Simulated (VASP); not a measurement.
# HfB2 in VASP: notebook

Aim: see how the results for HfB2 move with the level of theory and the settings. Levels: PBEsol+D4, PBE, PBE+U. Tasks: single point, relaxation of cell and atoms.

Everything below comes from runs of VASP 6.6.1. Logs are shortened: lines on timing, memory, paths and dates and some standing lists are left out, and cuts for length are marked.

## (1) The cell of the first run

Symmetry: P6/mmm, No. 191, hexagonal system. The conventional cell has a = 3.116 Å, b = 3.116 Å, c = 3.427 Å, α = 90.00°, β = 90.00°, γ = 120.00°. Within 3.3 Å of Hf (site symmetry 6/mmm) lie 12 B at 2.48 Å and 6 Hf at 3.12 Å. B (site symmetry -6m2) has 3 B at 1.80 Å within 2.4 Å.

## (2) Single point, PBEsol+D4 (atoms moved at random)

INCAR

```
ALGO = Normal
EDIFF = 1E-6
ENCUT = 520
GGA = PS
ISIF = 2
ISMEAR = 0
IVDW = 13
LASPH = True
LCHARG = False
LREAL = False
LWAVE = False
NBANDS = 15
NELM = 80
PREC = Accurate
SIGMA = 0.1
```

KPOINTS

```
k-points
0
Gamma
  10 10 8
```

POSCAR

```
HfB2
1.0
    3.1160251150     -0.0000003447      0.0000001497
   -1.5580128560      2.6985564707     -0.0000001867
    0.0000001659     -0.0000001431      3.4271048702
Hf B
1 2
Direct
    0.0131823876      0.0156808816      0.0065867685
    0.6798494978      0.3490150296      0.5065865778
    0.3465151146      0.6823480888      0.5065886537
```

Potentials or basis: VASP PAW PBE potentials, release 64 (Hf_pv, B).

Launch:

```bash
$ cat potpaw_PBE.64/Hf_pv/POTCAR potpaw_PBE.64/B/POTCAR > POTCAR
$ mpirun -np 1 vasp_std > vasp.out
```

OUTCAR:

```text
EDIFF = 1E-6
   ENCUT = 520
   GGA = PS
   ISIF = 2
   ISMEAR = 0
   IVDW = 13
   LASPH = True
   LREAL = False
   NELM = 80
   PREC = Accurate

 ion  position               nearest neighbor table
   1  0.013  0.016  0.007-   3 2.48   3 2.48   3 2.48   2 2.48   2 2.48   2 2.48   2 2.48   2 2.48
                             2 2.48   3 2.48   3 2.48   3 2.48
   2  0.680  0.349  0.507-   3 1.80   3 1.80   3 1.80   1 2.48   1 2.48   1 2.48   1 2.48   1 2.48
                             1 2.48
   3  0.347  0.682  0.507-   2 1.80   2 1.80   2 1.80   1 2.48   1 2.48   1 2.48   1 2.48   1 2.48
                             1 2.48

  LATTYP: Found a hexagonal cell.
 ALAT       =     3.1160251150
 C/A-ratio  =     1.0998322362

  Lattice vectors:

 A1 = (   3.1160251150,  -0.0000003447,   0.0000001497)
 A2 = (  -1.5580128560,   2.6985564707,  -0.0000001867)
 A3 = (   0.0000001659,  -0.0000001431,   3.4271048702)

Analysis of symmetry for initial positions (statically):
=====================================================================
 Subroutine PRICEL returns:
 Original cell was already a primitive cell.

 Routine SETGRP: Setting up the symmetry group for a
 hexagonal supercell.

 Subroutine GETGRP returns: Found 24 space group operations
 (whereof  1 operations were pure point group operations)
 out of a pool of 24 trial point group operations.

The static configuration has the point symmetry C_1 .
 The point group associated with its full space group is D_6h.

Analysis of symmetry for dynamics (positions and initial velocities):
=====================================================================
 Subroutine PRICEL returns:
 Original cell was already a primitive cell.

 Routine SETGRP: Setting up the symmetry group for a
 hexagonal supercell.

 Subroutine GETGRP returns: Found 24 space group operations
 (whereof  1 operations were pure point group operations)
 out of a pool of 24 trial point group operations.

The dynamic configuration has the point symmetry C_1 .
 The point group associated with its full space group is D_6h.

 Subroutine INISYM returns: Found 24 space group operations
 (whereof  1 operations are pure point group operations),
 and found     1 'primitive' translations

----------------------------------------------------------------------------------------

                                     Primitive cell

  volume of cell :      28.8177

  direct lattice vectors                    reciprocal lattice vectors
     3.116025115 -0.000000345  0.000000150     0.320921696  0.185284293 -0.000000008
    -1.558012856  2.698556471 -0.000000187     0.000000041  0.370568515  0.000000015
     0.000000166 -0.000000143  3.427104870    -0.000000014  0.000000012  0.291791479

  length of vectors
     3.116025115  3.116024885  3.427104870     0.370568488  0.370568515  0.291791479

  position of ions in fractional coordinates (direct lattice)
     0.013182388  0.015680882  0.006586769
     0.679849498  0.349015030  0.506586578
     0.346515115  0.682348089  0.506588654

  ion indices of the primitive-cell ions
   primitive index   ion index
                 1           1
                 2           2
                 3           3

----------------------------------------------------------------------------------------

 KPOINTS: k-points

Automatic generation of k-mesh.
 Grid dimensions read from file:
 generate k-points for:   10   10    8

 Generating k-lattice:

  Cartesian coordinates                     Fractional coordinates (reciprocal lattice)
     0.032092170  0.018528429 -0.000000001     0.100000000 -0.000000000  0.000000000
     0.000000004  0.037056851  0.000000002     0.000000000  0.100000000 -0.000000000
    -0.000000002  0.000000002  0.036473935     0.000000000  0.000000000  0.125000000

  Length of vectors
     0.037056849  0.037056851  0.036473935

  Shift w.r.t. Gamma in fractional coordinates (k-lattice)
     0.000000000  0.000000000  0.000000000

 Subroutine IBZKPT returns following result:
 ===========================================

 Found     70 irreducible k-points:

 Following reciprocal coordinates:
            Coordinates               Weight
  0.000000  0.000000  0.000000      1.000000
  0.100000 -0.000000  0.000000      6.000000
  0.200000 -0.000000  0.000000      6.000000
  0.300000 -0.000000 -0.000000      6.000000
  0.400000 -0.000000 -0.000000      6.000000
  0.500000  0.000000 -0.000000      3.000000
[... 16 lines left out ...]
  0.300000  0.100000  0.125000     24.000000
  0.400000  0.100000  0.125000     24.000000
 [... further k-points ...]
   k-points           NKPTS =     70   k-points in BZ     NKDIM =     70   number of bands    NBANDS=     15
   number of dos      NEDOS =    301   number of ions     NIONS =      3
   total plane-waves  NPLWV =  16128
   dimension x,y,z NGX =    24 NGY =   24 NGZ =   28
   dimension x,y,z NGXF=    48 NGYF=   48 NGZF=   56
   ions per type =               1   2
   NGX,Y,Z   is equivalent  to a cutoff of  12.80, 12.80, 13.58 a.u.
   NGXF,Y,Z  is equivalent  to a cutoff of  25.61, 25.61, 27.17 a.u.
 SYSTEM =  unknown system
   PREC   = accura    normal or accurate (medium, high low for compatibility)
   ISTART =      0    job   : 0-new  1-cont  2-samecut
   ICHARG =      2    charge: 1-file 2-atom 10-const
   ISPIN  =      1    spin polarized calculation?
   LNONCOLLINEAR =      F non collinear calculations
   LSORBIT =      F    spin-orbit coupling
   LASPH  =      T    aspherical Exc in radial PAW
   ENCUT  =  520.0 eV  38.22 Ry    6.18 a.u.   5.79  5.79  6.37*2*pi/ulx,y,z
   NELM   =     80;   NELMIN=  2; NELMDL= -5     # of ELM steps
   EDIFF  = 0.1E-05   stopping-criterion for ELM
   LREAL  =      F    real-space projection
   EDIFFG = 0.1E-04   stopping-criterion for IOM
   NSW    =      0    number of steps for IOM
   IBRION =     -1    ionic relax: 0-MD 1-quasi-New 2-CG
   NFREE  =      0    steps in history (QN), initial steepest desc. (CG)
   ISIF   =      2    stress and relaxation
   ISYM   =      2    0-nonsym 1-usesym 2-fastsym
   POTIM  = 0.5000    time-step for ionic-motion
   TEBEG  =    0.0;   TEEND  =   0.0 temperature during run
   PSTRESS=    0.0 pullay stress
   NELECT =      16.0000    total number of electrons
   NUPDOWN=      -1.0000    fix difference up-down
   EMIN   =  10.00;   EMAX   =-10.00  energy-range for DOS
   EFERMI =   0.00;   METHOD = LEGACY
   ISMEAR =     0;   SIGMA  =   0.10  broadening in eV -4-tet -1-fermi 0-gaus
   EFERMI_NEDOS =   21; number of points for ismear=-14 and -15
   IALGO  =     38    algorithm
   IMIX   =      4    mixing-type and parameters
     AMIX     =   0.40;   BMIX     =  1.00
     AMIX_MAG =   1.60;   BMIX_MAG =  1.00
  volume/ion in A,a.u.               =       9.61        64.82
  Fermi-wavevector in a.u.,A,eV,Ry     =   1.345535  2.542692 24.632851  1.810463
  Thomas-Fermi vector in A             =   2.473440
   LORBIT       =      0    0 simple, 1 ext, 2 COOP (PROOUT), +10 PAW based schemes
   GGA     = PS    functional components
   LHFCALC =     F    Hartree Fock is set to
   AEXX    =    0.0000 exact exchange contribution
   IVDW    =    13    specifies the selected vdW correction
   LEPSILON=     F    determine dielectric tensor
   LRPA    =     F    only Hartree local field effects (RPA)
 non-spin polarized calculation
 Gauss-broadening in eV      SIGMA  =   0.10
  energy-cutoff  :      520.00
  volume of cell :       28.82
 maximum number of plane-waves:       786
 NGX is ok and might be reduce to    24
   NGX = 11   NGY = 11   NGZ = 13

 number of electron      16.0000000 magnetization

 Free energy of the ion-electron system (eV)
  ---------------------------------------------------
  ext. energy  EPLUGINS =         0.00000000
  ---------------------------------------------------
  free energy    TOTEN  =       -27.85874673 eV

  energy without entropy =      -27.85690507  energy(sigma->0) =      -27.85782590

 E-fermi :   7.6524     XC(G=0): -12.8265

 val. band max:        7.5964935495   @ k =   0.2000   0.2000   0.1250
 cond. band min:       7.8925870235   @ k =   0.1000   0.1000   0.2500
 fundamental gap:      0.2960934739
 Fermi energy:         7.6523593269

 k-point     1 :       0.0000    0.0000    0.0000
  band No.  band energies     occupation
      1     -22.6697      2.00000
      2     -22.1458      2.00000
      3     -22.1457      2.00000
      4      -6.0963      2.00000
      5       4.7083      2.00000
      6       4.7861      2.00000
      7       4.7861      2.00000
      8       5.1253      2.00000
      9      11.9369      0.00000
     10      11.9369      0.00000
     11      12.6915      0.00000
     12      12.6915      0.00000
     13      12.8751      0.00000
     14      12.8752      0.00000
     15      12.9674      0.00000

 k-point     2 :       0.1000   -0.0000    0.0000
  band No.  band energies     occupation
      1     -22.6557      2.00000
      2     -22.2317      2.00000
      3     -22.1647      2.00000
      4      -5.8736      2.00000
      5       4.1993      2.00000
      6       4.7839      2.00000
      7       4.9194      2.00000
      8       4.9219      2.00000
      9      11.2163      0.00000
     10      11.7824      0.00000
     11      11.8057      0.00000
     12      12.2092      0.00000
     13      13.5935      0.00000
     14      14.0681      0.00000
     15      14.3952      0.00000
[... 365 lines left out ...]
      3     -22.3397      2.00000
      4      -3.4391      2.00000
      5       0.5965      2.00000
      6       3.2521      2.00000
      7       4.0145      2.00000
      8       5.9413      2.00000
      9       8.8968      0.00000
     10      11.2666      0.00000
     11      12.2410      0.00000
     12      13.5489      0.00000
     13      15.5119      0.00000
     14      16.2107      0.00000
     15      19.0280      0.00000

 k-point    24 :       0.4000    0.1000    0.1250
  band No.  band energies     occupation
      1     -22.9344      2.00000
      2     -22.5633      2.00000
      3     -22.3822      2.00000
      4      -2.2368      2.00000
      5      -0.8504      2.00000
      6       3.0745      2.00000
      7       4.0040      2.00000
      8       5.4949      2.00000
      9       9.0111      0.00000
     10      12.0869      0.00000
     11      12.1505      0.00000
     12      14.2471      0.00000
     13      15.6176      0.00000
     14      16.5828      0.00000
     15      19.0055      0.00000

 [... further k-points ...]

------------------------ aborting loop because EDIFF is reached ----------------------------------------

  DFT-D4 for vdW energy calculation

  Edisp (eV):   -0.55400

  FORCE on cell =-STRESS in cart. coord.  units (eV):
  Direction    XX          YY          ZZ          XY          YZ          ZX
  --------------------------------------------------------------------------------------
  -------------------------------------------------------------------------------------
  Total      -0.01923    -0.01923     0.04453     0.00000    -0.00000     0.00000
  in kB      -1.06890    -1.06890     2.47552     0.00000    -0.00000     0.00000
  external pressure =        0.11 kB  Pullay stress =        0.00 kB

 VOLUME and BASIS-vectors are now :
 -----------------------------------------------------------------------------
  energy-cutoff  :      520.00
  volume of cell :       28.82
      direct lattice vectors                 reciprocal lattice vectors
     3.116025115 -0.000000345  0.000000150     0.320921696  0.185284293 -0.000000008
    -1.558012856  2.698556471 -0.000000187     0.000000041  0.370568515  0.000000015
     0.000000166 -0.000000143  3.427104870    -0.000000014  0.000000012  0.291791479

 POSITION                                       TOTAL-FORCE (eV/Angst)
 -----------------------------------------------------------------------------------
      0.01665      0.04232      0.02257         0.000000      0.000000     -0.000000
      1.57466      0.94184      1.73613        -0.000000     -0.000000      0.000000
      0.01664      1.84135      1.73613        -0.000000      0.000000     -0.000000
 -----------------------------------------------------------------------------------
    total drift:                                0.000110     -0.000158     -0.000339

  FREE ENERGIE OF THE ION-ELECTRON SYSTEM (eV)
  ---------------------------------------------------
  free  energy   TOTEN  =       -28.4127501817 eV

  energy  without entropy=      -28.4109085258  energy(sigma->0) =      -28.41182935
```

Run time: 51 s. Hardware: 1 thread of AMD EPYC 7R13, shared host; peak memory 0.13 GiB.

Results:

```
Free energy                : -28.4128 eV
Pressure                   : 0.0 GPa
Band gap on the k mesh     : zero (band 8 reaches 8.30 eV, above the bottom of band 9 at 7.53 eV)
Dispersion energy per atom : -0.185 eV
```

Stress tensor (GPa, compression positive):
```
-0.11  0.00  0.00
 0.00 -0.11  0.00
 0.00  0.00  0.25
```

Levels at points of the mesh, in eV from the Fermi level:
| k point | band 4 | band 5 | band 6 | band 7 | band 8 | band 9 | band 10 | band 11 | band 12 | band 13 |
| --- | --- | --- | --- | --- | --- | --- | --- | --- | --- | --- |
| (0.00, 0.00, 0.00) | -13.75 | -2.94 | -2.87 | -2.87 | -2.53 | 4.28 | 4.28 | 5.04 | 5.04 | 5.22 |
| (0.50, 0.00, 0.00) | -9.79 | -8.87 | -4.05 | -3.31 | -2.85 | 2.38 | 2.94 | 5.97 | 6.00 | 6.69 |
| (0.00, 0.00, 0.50) | -11.14 | -8.35 | -1.06 | -1.06 | 0.37 | 0.37 | 1.13 | 1.13 | 2.57 | 5.27 |
| (0.50, 0.00, 0.50) | -10.31 | -7.34 | -4.97 | -4.70 | -2.46 | 4.31 | 4.55 | 6.59 | 7.77 | 7.82 |

Caveat: the cell differs from its parent crystal (atoms moved at random); the PAW data sets were made with another functional, which shifts forces and pressure a little; spin-orbit coupling is left out, which moves the levels of the heavy elements; pairwise dispersion overbinds metals, which lowers pressure and volume.

[end of part 1 of 3]
